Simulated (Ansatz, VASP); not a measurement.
## Two plane-wave programs on As

```xyz
1
Lattice="0.0000 2.0416 2.0416 2.0416 0.0000 2.0416 2.0416 2.0416 0.0000" Properties=species:S:1:pos:R:3 pbc="T T T"
As    0.0000    0.0000    0.0000
```

Alike in both runs: task single point; functional PBE; k mesh 21 × 21 × 21; occupations fermi-dirac, width 0.1 eV; no spin polarisation.

|  | VASP | Ansatz |
| --- | --- | --- |
| version | VASP 6.6.1 | Ansatz 0.2.0 |
| potentials or method | VASP PAW PBE potentials, release 64 (As), cutoff 520 eV | plane waves (420 eV) with PAW, scalar-relativistic |
| valence electrons in the cell | 5 | 15 |

```csv
,VASP,Ansatz,Ansatz less VASP
pressure (GPa),13.5,13.3,-0.20
```

The functional is the same, so the differences come from potentials, cutoffs and numerics. VASP's potentials hold 5 valence electrons a cell and Ansatz's 15, so a difference there can come from the potentials and not from the codes.
